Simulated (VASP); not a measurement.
# Be2SbP3 (P1) in VASP: a series of runs, part 2 of 2

VASP 6.6.1.

### Step 3. Single point, PBE

This run uses another cell than the first one: it holds 12 atoms, not 6.

File INCAR:

```
ALGO = Fast
EDIFF = 1E-6
ENCUT = 520
GGA = PE
ISIF = 2
ISMEAR = 0
LASPH = True
LCHARG = True
LELF = True
LREAL = False
LVHAR = True
LWAVE = False
NBANDS = 36
NELM = 100
PREC = Accurate
SIGMA = 0.1
```

File KPOINTS:

```
k-points
0
Gamma
  4 4 2
```

File POSCAR:

```
Be2SbP3
1.0
    5.4095078252     -0.8112236043     -0.8081592428
   -2.7454705435      6.4752674750      0.3903701500
   -1.8054602068     -1.5583134887      6.8394093483
Be Sb P
4 2 6
Direct
    0.7797888800      1.0744430219      0.1648192794
    0.7789028455      1.0737972056      0.6644140219
    0.2700919695      0.8764561955      0.3581568858
    0.2704028960      0.8768696056      0.8584674996
    0.8485423918      0.5888039655      0.9496125192
    0.8488304045      0.5886217411      0.4497130460
    0.0898396814      0.2208073504      0.0174316946
    0.0894951070      0.2208194877      0.5173285607
    0.6298449999      0.8387945029      0.3542148874
    0.6297793518      0.8390418336      0.8543868065
    0.3826221989      1.0894958100      0.1558743319
    0.3818592735      1.0891933198      0.6555804674
```

Potentials or basis: VASP PAW PBE potentials, release 64 (Be, Sb, P).

The run is started by

```bash
$ cat potpaw_PBE.64/Be/POTCAR potpaw_PBE.64/Sb/POTCAR potpaw_PBE.64/P/POTCAR > POTCAR
$ mpirun -np 1 vasp_std > vasp.out
```

OUTCAR:

```text
EDIFF = 1E-6
   ENCUT = 520
   GGA = PE
   ISIF = 2
   ISMEAR = 0
   LASPH = True
   LREAL = False
   NELM = 100
   PREC = Accurate

 ion  position               nearest neighbor table
   1  0.780  0.074  0.165-   7 2.16   9 2.21  11 2.23   8 2.31  10 2.32
   2  0.779  0.074  0.664-   8 2.16  10 2.21  12 2.23   7 2.32   9 2.32
   3  0.270  0.876  0.358-   9 2.15  11 2.16  12 2.25   6 2.50   5 2.82
   4  0.270  0.877  0.858-  10 2.15  12 2.16  11 2.25   5 2.50   6 2.82
   5  0.849  0.589  0.950-   4 2.50  10 2.61   3 2.82  11 2.98  12 3.08   6 3.62   6 3.62
   6  0.849  0.589  0.450-   3 2.50   9 2.61   4 2.82  12 2.98  11 3.08   5 3.62   5 3.62
   7  0.090  0.221  0.017-   1 2.16  11 2.24   2 2.32  10 2.35
   8  0.089  0.221  0.517-   2 2.16  12 2.24   1 2.31   9 2.35
   9  0.630  0.839  0.354-   3 2.15   1 2.21   2 2.32   8 2.35   6 2.61  11 2.91
  10  0.630  0.839  0.854-   4 2.15   2 2.21   1 2.32   7 2.35   5 2.61  12 2.91
  11  0.383  0.089  0.156-   3 2.16   1 2.23   7 2.24   4 2.25   9 2.91   5 2.98   6 3.08
  12  0.382  0.089  0.656-   4 2.16   2 2.23   8 2.24   3 2.25  10 2.91   6 2.98   5 3.08

  LATTYP: Found a triclinic cell.
 ALAT       =     5.5293742873
 B/A-ratio  =     1.9896472442
 C/A-ratio  =     2.4733390012
 COS(alpha) =     0.0088909151
 COS(beta)  =     0.4873334555
 COS(gamma) =     0.8382836177

  Lattice vectors:

 A1 = (  -5.4095078252,   0.8112236043,   0.8081592428)
 A2 = (  -8.1549783687,   7.2864910793,   1.1985293928)
 A3 = (  -8.9321221818,  -8.9585506484,  -5.1956719199)

Analysis of symmetry for initial positions (statically):
=====================================================================
 Subroutine PRICEL returns:
 Original cell was already a primitive cell.

 Routine SETGRP: Setting up the symmetry group for a
 triclinic supercell.

 Subroutine GETGRP returns: Found  1 space group operations
 (whereof  1 operations were pure point group operations)
 out of a pool of  2 trial point group operations.

[... 159 lines left out ...]
   LRPA    =     F    only Hartree local field effects (RPA)
 non-spin polarized calculation
 RMM-DIIS sequential band-by-band and
 Gauss-broadening in eV      SIGMA  =   0.10
  energy-cutoff  :      520.00
  volume of cell :      215.30
 maximum number of plane-waves:      5818
 NGX is ok and might be reduce to    42

 number of electron      48.0000000 magnetization

 Free energy of the ion-electron system (eV)
  ---------------------------------------------------
  ext. energy  EPLUGINS =         0.00000000
  ---------------------------------------------------
  free energy    TOTEN  =       -54.72993638 eV

  energy without entropy =      -54.71284945  energy(sigma->0) =      -54.72139292

 E-fermi :   6.2461     XC(G=0):  -9.6938

 val. band max:        6.2336561064   @ k =   0.5000   0.2500   0.0000
 cond. band min:       6.2482618166   @ k =   0.0000   0.5000   0.5000
 fundamental gap:      0.0146057102
 Fermi energy:         6.2460842900

 k-point     1 :       0.0000    0.0000    0.0000
  band No.  band energies     occupation
      1      -7.9758      2.00000
      2      -6.6094      2.00000
      3      -5.2490      2.00000
      4      -4.3252      2.00000
      5      -3.8940      2.00000
      6      -3.3789      2.00000
[... 769 lines left out ...]
     35      11.0839      0.00000
     36      11.0915      0.00000

------------------------ aborting loop because EDIFF is reached ----------------------------------------

  FORCE on cell =-STRESS in cart. coord.  units (eV):
  Direction    XX          YY          ZZ          XY          YZ          ZX
  --------------------------------------------------------------------------------------
  -------------------------------------------------------------------------------------
  Total       -0.1897552     -0.0732667     -0.3065949     -0.0182300     -0.1934594     -0.1715600
  in kB       -1.4121153     -0.5452346     -2.2816100     -0.1356636     -1.4396811     -1.2767107
  external PRESSURE =      -1.4129866 kB  Pullay stress =       0.0000000 kB

 VOLUME and BASIS-vectors are now :
 -----------------------------------------------------------------------------
  energy-cutoff  :      520.00
  volume of cell :      215.30
      direct lattice vectors                 reciprocal lattice vectors
     5.409507825 -0.811223604 -0.808159243     0.208529263  0.083943392  0.074173277
    -2.745470544  6.475267475  0.390370150     0.031620118  0.165069909  0.045957116
    -1.805460207 -1.558313489  6.839409348     0.022835495  0.000497304  0.152352854

 POSITION                                       TOTAL-FORCE (eV/Angst)
 -----------------------------------------------------------------------------------
      3.71632     -0.40738      0.52613        -0.018752     -0.014966     -0.023527
      2.81130     -1.18937      3.94353        -0.016323     -0.009465     -0.019242
     -1.59186      4.89806      2.57345         0.006517      0.002643      0.014557
     -2.49460      4.12085      5.99519         0.001152      0.001276      0.013817
      1.25917      1.64451      6.03888         0.006996     -0.021436      0.017511
      2.16377      2.42210      2.61956         0.003985     -0.014538      0.020638
     -0.15170      1.32974      0.13281         0.020711     -0.049001     -0.028422
     -1.05615      0.55110      3.55210         0.021363     -0.053943     -0.020570
      0.46474      4.36850      2.24105        -0.014142      0.050243      0.036248
     -0.43933      3.59073      5.66208         0.000644      0.046638      0.033669
      1.54266      0.02622      0.79181        -0.015368      0.033560     -0.021765
      0.63717     -0.75382      4.21000         0.003217      0.028988     -0.022915
 -----------------------------------------------------------------------------------
    total drift:                                0.000505      0.000940      0.000038

  FREE ENERGIE OF THE ION-ELECTRON SYSTEM (eV)
  ---------------------------------------------------
  free  energy   TOTEN  =       -54.7299363841 eV

  energy  without entropy=      -54.7128494524  energy(sigma->0) =      -54.72139292
```

stdout:

```text
POSCAR found type information on POSCAR BeSbP
 POSCAR found :  3 types and      12 ions
 scaLAPACK will be used
 LDA part: xc-table for (Slater+PW92), standard interpolation
 POSCAR, INCAR and KPOINTS ok, starting setup
 FFT: planning ... GRIDC
 FFT: planning ... GRID_SOFT
 FFT: planning ... GRID
 WAVECAR not read
 entering main loop
```

It took 5.6 min on 1 thread of Oxide Virtual Turin-like, shared host; peak memory 0.39 GiB.

What came out:

| Quantity | Value |
| --- | --- |
| Free energy | -54.7299 eV |
| Pressure | -0.1 GPa |
| Largest force | 0.064 eV/Å |
| Band gap on the k mesh | zero (bands 24 and 25 overlap by 1.15 eV) |

Forces on the atoms (eV/Å):
```
Be  -0.019 -0.015 -0.024
Be  -0.016 -0.009 -0.019
Be   0.007  0.003  0.015
Be   0.001  0.001  0.014
Sb   0.007 -0.021  0.018
Sb   0.004 -0.015  0.021
P    0.021 -0.049 -0.028
P    0.021 -0.054 -0.021
P   -0.014  0.050  0.036
P    0.001  0.047  0.034
P   -0.015  0.034 -0.022
P    0.003  0.029 -0.023
```

Stress tensor (GPa, compression positive):
```
-0.14 -0.01 -0.13
-0.01 -0.05 -0.14
-0.13 -0.14 -0.23
```

Caveat: the k points lie up to 0.46 Å⁻¹ apart, too coarse for converged energies and pressures of a metal; spin-orbit coupling is left out, which moves the levels of the heavy elements.

### Step 4. Single point, PBE

This run uses another cell than the first one: it holds 12 atoms, not 6.

File INCAR:

```
SYSTEM = Be2SbP3
PREC = Accurate
ENCUT = 520
EDIFF = 1E-7
ISMEAR = 0
SIGMA = 0.1
LREAL = .FALSE.
LASPH = .TRUE.
NELM = 80
ALGO = Fast
ISIF = 2
LWAVE = .FALSE.
LCHARG = .FALSE.
GGA = PE
NBANDS = 36
```

File KPOINTS:

```
Automatic mesh
0
G
  4 4 2
  0 0 0
```

File POSCAR:

```
Be2SbP3
1.0
    4.6377550927      0.0000000000      0.0000000000
   -1.3679749231      6.5737102758      0.0000000000
   -0.4967918054     -1.9535881491      8.9965931763
Be Sb P
4 2 6
Direct
    0.7470359682      0.9588649155      0.1272769503
    0.7468841638      0.9740849934      0.6286862813
    0.2605706485      0.9586007552      0.3749859452
    0.2694272415      0.9754332122      0.8806824628
    0.9060092189      0.6522328521      0.9427407216
    0.9088769554      0.6532457077      0.4668851225
    0.0773743291      0.1929486877      0.0462906574
    0.0742156564      0.1905441727      0.5284827191
    0.7286483296      0.9475239899      0.3650177831
    0.7398444272      0.9684764397      0.8667058216
    0.2688076825      0.9439001475      0.1333663723
    0.2723053787      0.9612881660      0.6388791631
```

The run is started by

```bash
$ cat potpaw_PBE.64/Be/POTCAR potpaw_PBE.64/Sb/POTCAR potpaw_PBE.64/P/POTCAR > POTCAR
$ mpirun -np 1 vasp_std > vasp.out
```

Run time: 7.3 min. Hardware: 1 thread of Oxide Virtual Turin-like, shared host; peak memory 0.41 GiB.

The run converged. Its results:

| Item | Value |
| --- | --- |
| Free energy | -53.0430 eV |
| Pressure | 0.4 GPa |
| Largest force | 0.437 eV/Å |
| Band gap on the k mesh | zero (bands 24 and 25 overlap by 0.05 eV) |

Forces on the atoms (eV/Å):
```
Be  -0.070 -0.025  0.098
Be  -0.002  0.056  0.059
Be   0.029  0.035 -0.066
Be   0.059  0.052 -0.075
Sb  -0.004 -0.298 -0.070
Sb  -0.005 -0.428 -0.084
P    0.003  0.125 -0.030
P    0.008  0.103  0.055
P   -0.068  0.204 -0.143
P   -0.127  0.127 -0.051
P    0.085 -0.009  0.161
P    0.091  0.058  0.146
```

Stress tensor (GPa, compression positive):
```
 0.48 -0.10  0.50
-0.10  0.40 -0.04
 0.50 -0.04  0.40
```

Levels at points of the mesh, in eV from the Fermi level:
```
           k point  band 20  band 21  band 22  band 23  band 24  band 25  band 26  band 27  band 28  band 29
(0.00, 0.00, 0.00)    -1.78    -1.73    -1.56    -1.28    -0.36     1.28     1.39     1.77     2.02     2.35
(0.50, 0.00, 0.00)    -1.63    -1.01    -0.67    -0.41     0.09     0.41     1.32     1.84     2.00     2.25
(0.00, 0.50, 0.00)    -1.86    -1.82    -1.78    -1.23    -0.18     0.04     1.26     1.66     1.80     2.00
(0.50, 0.50, 0.00)    -1.79    -1.16    -1.02    -0.26    -0.18     0.41     1.18     1.42     1.77     2.36
(0.00, 0.00, 0.50)    -1.97    -1.53    -1.41    -1.27    -1.12     1.10     1.18     2.00     2.10     2.72
(0.50, 0.00, 0.50)    -1.82    -1.53    -1.35    -0.31    -0.29     0.37     0.44     1.48     1.66     2.60
(0.00, 0.50, 0.50)    -2.52    -1.82    -1.77    -1.38    -1.36     0.84     0.94     1.34     1.43     2.79
(0.50, 0.50, 0.50)    -2.14    -1.76    -1.69    -0.23    -0.17     0.04     0.10     1.03     1.26     3.10
```

Caveat: semilocal functionals underestimate gaps, and a narrow one can read as zero; spin-orbit coupling is left out, which moves the levels of the heavy elements.

### Step 5. Overview

| cell | k mesh | gap on the mesh (eV) | pressure (GPa) | largest force (eV/Å) |
| --- | --- | --- | --- | --- |
| a = 3.621, b = 5.441, c = 6.052 Å, angles 74.6, 76.0, 71.2°, 6 atoms, atomic positions A | 6 × 4 × 4 | none | -0.1 | 0.07 |
| a = 5.529, b = 7.044, c = 7.243 Å, angles 92.8, 110.5, 121.6°, 12 atoms, atomic positions B | 4 × 4 × 2 | none | -0.1 | 0.06 |
| a = 4.638, b = 6.715, c = 9.220 Å, angles 101.3, 93.1, 101.8°, 12 atoms, atomic positions C | 4 × 4 × 2 | none | 0.4 | 0.44 |

Alike in all rows: task single point; level PBE; potentials or basis VASP PAW PBE potentials, release 64 (Be, Sb, P); no spin polarisation; cutoff (eV) 520; smearing gaussian 0.1 eV.

Caveats: some runs use coarse meshes; spin-orbit coupling is left out, which moves the levels of the heavy elements; semilocal functionals underestimate gaps, and a narrow one can read as zero (at least some runs).

Total energies depend on the potentials used, so only differences within one code and one set of settings carry meaning.

The gap in the log of VASP goes by the Fermi energy; the results here count the filled bands.